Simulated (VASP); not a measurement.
# In (Fd-3m) in VASP: notebook

In is run at these levels: PBEsol; tasks: single point.

All numbers are computed with VASP 6.6.1; they aren't measurements. Logs are shortened: lines on timing, memory, paths and dates and some standing lists are left out, and cuts for length are marked.

### 1 The cell of the first run

The structure is cubic, space group Fd-3m (No. 227). The conventional cell has a = 6.225 Å, b = 6.225 Å, c = 6.225 Å, α = 90.00°, β = 90.00°, γ = 90.00°. In (site symmetry -43m) has 4 In at 2.70 Å within 3.6 Å.

### 2 Single point, PBEsol

INCAR

```
ALGO     = Fast           # electronic algorithm
EDIFF    = 1E-6           # SCF threshold, eV
ENCUT    = 520            # plane-wave cutoff, eV
GGA      = PS             # functional
ISIF     = 2              # what is computed and relaxed
ISMEAR   = 0              # smearing method
LASPH    = True           # aspherical terms in the spheres
LCHARG   = False          # write CHGCAR
LREAL    = False          # projectors in reciprocal space
LWAVE    = False          # write WAVECAR
NBANDS   = 20             # bands
NELM     = 60             # most SCF steps
PREC     = Accurate       # precision mode
SIGMA    = 0.1            # smearing width, eV
```

KPOINTS

```
k-points
0
Gamma
  6 6 6
```

POSCAR

```
In
1.0
    0.0000000000      3.1124791717      3.1124791717
    3.1124791717      0.0000000000      3.1124791717
    3.1124791717      3.1124791717      0.0000000000
In
2
Direct
    0.5000000000      0.5000000000      0.5000000000
    0.7500000000      0.7500000000      0.7500000000
```

Potentials or basis: VASP PAW PBE potentials, release 64 (In_d).

Launch:

```bash
> cat potpaw_PBE.64/In_d/POTCAR > POTCAR
> mpirun -np 1 vasp_std > vasp.out
```

OUTCAR:

```text
EDIFF = 1E-6
   ENCUT = 520
   GGA = PS
   ISIF = 2
   ISMEAR = 0
   LASPH = True
   LREAL = False
   NELM = 60
   PREC = Accurate

 ion  position               nearest neighbor table
   1  0.500  0.500  0.500-   2 2.70   2 2.70   2 2.70   2 2.70
   2  0.750  0.750  0.750-   1 2.70   1 2.70   1 2.70   1 2.70

  LATTYP: Found a face centered cubic cell.
 ALAT       =     6.2249583434

  Lattice vectors:

 A1 = (   0.0000000000,   3.1124791717,   3.1124791717)
 A2 = (   3.1124791717,   0.0000000000,   3.1124791717)
 A3 = (   3.1124791717,   3.1124791717,   0.0000000000)

Analysis of symmetry for initial positions (statically):
=====================================================================
 Subroutine PRICEL returns:
 Original cell was already a primitive cell.

 Routine SETGRP: Setting up the symmetry group for a
 face centered cubic supercell.

 Subroutine GETGRP returns: Found 48 space group operations
 (whereof 24 operations were pure point group operations)
 out of a pool of 48 trial point group operations.

The static configuration has the point symmetry T_d .
 The point group associated with its full space group is O_h .

Analysis of symmetry for dynamics (positions and initial velocities):
=====================================================================
 Subroutine PRICEL returns:
 Original cell was already a primitive cell.

 Routine SETGRP: Setting up the symmetry group for a
 face centered cubic supercell.

 Subroutine GETGRP returns: Found 48 space group operations
 (whereof 24 operations were pure point group operations)
 out of a pool of 48 trial point group operations.

The dynamic configuration has the point symmetry T_d .
 The point group associated with its full space group is O_h .

 Subroutine INISYM returns: Found 48 space group operations
 (whereof 24 operations are pure point group operations),
 and found     1 'primitive' translations

----------------------------------------------------------------------------------------

                                     Primitive cell

  volume of cell :      60.3044

  direct lattice vectors                    reciprocal lattice vectors
     0.000000000  3.112479172  3.112479172    -0.160643645  0.160643645  0.160643645
     3.112479172  0.000000000  3.112479172     0.160643645 -0.160643645  0.160643645
     3.112479172  3.112479172  0.000000000     0.160643645  0.160643645 -0.160643645

  length of vectors
[... 72 lines left out ...]
   NELM   =     60;   NELMIN=  2; NELMDL= -5     # of ELM steps
   EDIFF  = 0.1E-05   stopping-criterion for ELM
   LREAL  =      F    real-space projection
   EDIFFG = 0.1E-04   stopping-criterion for IOM
   NSW    =      0    number of steps for IOM
   IBRION =     -1    ionic relax: 0-MD 1-quasi-New 2-CG
   NFREE  =      0    steps in history (QN), initial steepest desc. (CG)
   ISIF   =      2    stress and relaxation
   ISYM   =      2    0-nonsym 1-usesym 2-fastsym
   POTIM  = 0.5000    time-step for ionic-motion
   TEBEG  =    0.0;   TEEND  =   0.0 temperature during run
   PSTRESS=    0.0 pullay stress
   NELECT =      26.0000    total number of electrons
   NUPDOWN=      -1.0000    fix difference up-down
   EMIN   =  10.00;   EMAX   =-10.00  energy-range for DOS
   EFERMI =   0.00;   METHOD = LEGACY
   ISMEAR =     0;   SIGMA  =   0.10  broadening in eV -4-tet -1-fermi 0-gaus
   EFERMI_NEDOS =   21; number of points for ismear=-14 and -15
   IALGO  =     68    algorithm
   IMIX   =      4    mixing-type and parameters
     AMIX     =   0.40;   BMIX     =  1.00
     AMIX_MAG =   1.60;   BMIX_MAG =  1.00
  volume/ion in A,a.u.               =      30.15       203.48
  Fermi-wavevector in a.u.,A,eV,Ry     =   1.236753  2.337124 20.810886  1.529557
  Thomas-Fermi vector in A             =   2.371348
   LORBIT       =      0    0 simple, 1 ext, 2 COOP (PROOUT), +10 PAW based schemes
   GGA     = PS    functional components
   LHFCALC =     F    Hartree Fock is set to
   AEXX    =    0.0000 exact exchange contribution
   IVDW    =     0    specifies the selected vdW correction
   LEPSILON=     F    determine dielectric tensor
   LRPA    =     F    only Hartree local field effects (RPA)
 non-spin polarized calculation
 RMM-DIIS sequential band-by-band and
 Gauss-broadening in eV      SIGMA  =   0.10
  energy-cutoff  :      520.00
  volume of cell :       60.30
 maximum number of plane-waves:      1640
 NGX is ok and might be reduce to    36
   NGX = 17   NGY = 17   NGZ = 17

 number of electron      25.9999996 magnetization

 Free energy of the ion-electron system (eV)
  ---------------------------------------------------
  ext. energy  EPLUGINS =         0.00000000
  ---------------------------------------------------
  free energy    TOTEN  =        -4.96605378 eV

  energy without entropy =       -4.95799789  energy(sigma->0) =       -4.96202583

 E-fermi :   5.3749     XC(G=0):  -9.4769

 val. band max:        5.3532846472   @ k =  -0.1667   0.1667   0.0000
 cond. band min:       5.4640226490   @ k =   0.5000   0.3333   0.1667
 fundamental gap:      0.1107380018
 Fermi energy:         5.3749314736

 k-point     1 :       0.0000    0.0000    0.0000
  band No.  band energies     occupation
      1      -9.4738      2.00000
      2      -9.4738      2.00000
      3      -9.4738      2.00000
      4      -9.3811      2.00000
      5      -9.3811      2.00000
      6      -8.7171      2.00000
[... 357 lines left out ...]
     19      17.8546      0.00000
     20      17.8575      0.00000

------------------------ aborting loop because EDIFF is reached ----------------------------------------

  FORCE on cell =-STRESS in cart. coord.  units (eV):
  Direction    XX          YY          ZZ          XY          YZ          ZX
  --------------------------------------------------------------------------------------
  -------------------------------------------------------------------------------------
  Total        2.4321942      2.4321942      2.4321942      0.0000000      0.0000000     -0.0000000
  in kB       64.6188861     64.6188861     64.6188861      0.0000000      0.0000000     -0.0000000
  external PRESSURE =      64.6188861 kB  Pullay stress =       0.0000000 kB

 VOLUME and BASIS-vectors are now :
 -----------------------------------------------------------------------------
  energy-cutoff  :      520.00
  volume of cell :       60.30
      direct lattice vectors                 reciprocal lattice vectors
     0.000000000  3.112479172  3.112479172    -0.160643645  0.160643645  0.160643645
     3.112479172  0.000000000  3.112479172     0.160643645 -0.160643645  0.160643645
     3.112479172  3.112479172  0.000000000     0.160643645  0.160643645 -0.160643645

 POSITION                                       TOTAL-FORCE (eV/Angst)
 -----------------------------------------------------------------------------------
      3.11248      3.11248      3.11248        -0.000000      0.000000      0.000000
      4.66872      4.66872      4.66872         0.000000     -0.000000     -0.000000
 -----------------------------------------------------------------------------------
    total drift:                                0.000000      0.000000      0.000000

  FREE ENERGIE OF THE ION-ELECTRON SYSTEM (eV)
  ---------------------------------------------------
  free  energy   TOTEN  =        -4.9660537785 eV

  energy  without entropy=       -4.9579978889  energy(sigma->0) =       -4.96202583
```

stdout:

```text
POSCAR found type information on POSCAR In
 POSCAR found :  1 types and       2 ions
 scaLAPACK will be used
 -----------------------------------------------------------------------------
|                                                                             |
|                                                                             |
|     You enforced a specific xc type in the INCAR file but a different       |
|     I HOPE YOU KNOW WHAT YOU ARE DOING!                                     |
|                                                                             |
 -----------------------------------------------------------------------------

 LDA part: xc-table for (Slater+PW92), standard interpolation
 POSCAR, INCAR and KPOINTS ok, starting setup
 FFT: planning ... GRIDC
 FFT: planning ... GRID_SOFT
 FFT: planning ... GRID
 WAVECAR not read
 entering main loop
```

It took 17 s on 1 thread of Intel Xeon Platinum 8559C (Emerald Rapids), shared host; peak memory 0.19 GiB.

Results:

```yaml
Free_energy: -4.9661 eV
Pressure: 6.5 GPa
Band_gap_on_the_k_mesh: zero (band 13 reaches 8.34 eV, above the bottom of band 14 at 4.06 eV)
```

Caveat: the PAW data sets were made with another functional, which shifts forces and pressure a little; spin-orbit coupling is left out, which moves the levels of the heavy elements.

### 3 Single point, PBEsol

This run uses another cell than the first one, of 35.44 Å³/atom, 1.175 times its volume.

INCAR

```
PREC = Accurate
ENCUT = 520
EDIFF = 1E-6
ISMEAR = 0
SIGMA = 0.1
LREAL = F
LASPH = T
NELM = 60
ALGO = Normal
ISIF = 2
LWAVE = F
LCHARG = T
GGA = PS
LELF = T
LVHAR = T
NBANDS = 20
```

KPOINTS

```
Automatic mesh
0
Gamma
  6 6 6
```

POSCAR

```
In
1.0
    0.0000000000      3.2847098290      3.2847098290
    3.2847098290      0.0000000000      3.2847098290
    3.2847098290      3.2847098290      0.0000000000
In
2
Direct
    0.5000000000      0.5000000000      0.5000000000
    0.7500000000      0.7500000000      0.7500000000
```

Potentials or basis: VASP PAW PBE potentials, release 64 (In_d).

Launch:

```bash
> cat potpaw_PBE.64/In_d/POTCAR > POTCAR
> mpirun -np 1 vasp_std > vasp.out
```

Wall time 14 s (1 thread of Intel Xeon Platinum 8559C (Emerald Rapids), shared host); peak memory 0.19 GiB.

It converged, with:

- Free energy: -5.1514 eV
- Pressure: 0.2 GPa
- Band gap on the k mesh: zero (band 13 reaches 6.44 eV, above the bottom of band 14 at 2.95 eV)

Levels at points of the mesh, in eV from the Fermi level:
```
           k point  band 10  band 11  band 12  band 13  band 14  band 15
(0.00, 0.00, 0.00)   -13.96    -8.13     2.49     2.49     2.49     2.56
(0.50, 0.00, 0.00)   -13.91    -6.32    -3.99     1.12     1.12     2.38
(0.50, 0.50, 0.00)   -13.88    -4.86    -4.86    -0.42    -0.42     2.51
```

Caveat: the PAW data sets were made with another functional, which shifts forces and pressure a little; spin-orbit coupling is left out, which moves the levels of the heavy elements.
